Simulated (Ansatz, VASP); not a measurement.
## Two plane-wave programs on AlN

```xyz
8
Lattice="-3.1136 0.0000 0.0000 0.0000 5.3928 0.0000 1.5568 -2.6964 -4.9834" Properties=species:S:1:pos:R:3 pbc="T T T"
Al   -1.6448   -0.8923   -4.9758
Al   -0.0880    1.8041   -4.9758
Al    0.0880    3.5887   -2.4841
Al   -1.4688    0.8923   -2.4841
N    -1.4782   -0.8848   -3.0723
N     0.0786    1.8116   -3.0723
N    -0.0786    3.5812   -0.5806
N    -1.6354    0.8848   -0.5806
```

Change from the starting cell: mode 4 frozen in at -0.088 Å and mode 15 at +0.014 Å (largest displacements).

Alike in both runs: task single point; functional PBEsol; k mesh 8 × 8 × 8; occupations gaussian, width 0.05 eV; no spin polarisation.

|  | VASP | Ansatz |
| --- | --- | --- |
| version | VASP 6.6.1 | Ansatz 0.2.0 |
| potentials or method | VASP PAW PBE potentials, release 64 (Al, N), cutoff 520 eV | scalar-relativistic, plane waves, PAW |
| valence electrons in the cell | 32 | 32 |

|  | VASP | Ansatz | Ansatz less VASP |
| --- | --- | --- | --- |
| gap on the k mesh at the Fermi level (eV) | 4.02 | 4.00 | -0.016 |
| least direct gap on the mesh (eV) | 4.02 | 4.00 | -0.016 |
| pressure (GPa) | -0.1 | -0.1 | -0.02 |
| traceless stress, the component that is largest in VASP (GPa) | -2.09 | -2.07 | +0.021 |
| rms of the force components (eV/Å) | 0.270 | 0.269 | -0.0016 |

VASP's potentials were made for PBE, not for PBEsol, and Ansatz warns of the same on its side. Atom by atom the forces differ by 0.002 eV/Å (rms over components).
